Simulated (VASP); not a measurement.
Set up this calculation in VASP 6.6.1, as the native input.

| Item | Value |
| --- | --- |
| Task | single point |
| Functional | BLYP |
| Potentials or basis | VASP PAW PBE potentials, release 64 (Ag, Rh_pv) |
| Cutoff | 520 eV |
| k mesh | 11 × 11 × 6 |
| Occupations | methfessel-paxton, width 0.1 eV |
| Spin | no spin polarisation |
| Dipole correction | no |
| Further INCAR settings | ALGO = Normal; EDIFF = 1e-06; NBANDS = 20 |

The structure of AgRh lies in POSCAR:

```
AgRh
1.0
    2.7208868163      0.0000000000      0.0000000000
   -1.3604434081      2.3563571037      0.0000000000
    0.0000000000      0.0000000000      4.7104397215
Ag Rh
1 1
Direct
    0.0000000000      0.0000000000      0.5000000000
    0.6666666667      0.3333333333      0.0000000000
```

One way to write it, as run:

INCAR

```
  PREC = Accurate
  ENCUT = 520
  EDIFF = 1E-6
  ISMEAR = 1
  SIGMA = 0.1
  LREAL = False
  LASPH = True
  NELM = 60
  ALGO = Normal
  ISIF = 2
  LWAVE = False
  LCHARG = False
  GGA = B5
  ALDAX = 1.0
  AGGAX = 1.0
  AGGAC = 1.0
  ALDAC = 0.0
  NBANDS = 20
```

KPOINTS

```
regular mesh
0
Gamma
  11 11 6
```

Potentials or basis: VASP PAW PBE potentials, release 64 (Ag, Rh_pv).

The run is started by

```console
$ cat potpaw_PBE.64/Ag/POTCAR potpaw_PBE.64/Rh_pv/POTCAR > POTCAR
$ mpirun -np 1 vasp_std > vasp.out
```

It gave:

```yaml
Pressure: 19.2 GPa
Band_gap_on_the_k_mesh: zero (bands 13 and 14 overlap by 1.48 eV)
```

Caveat: the cell stands under pressure; the PAW data sets were made with another functional, which shifts forces and pressure a little.

It took 57 s on 1 thread of Intel Xeon 8259CL, on a shared host, peak memory 0.17 GiB.
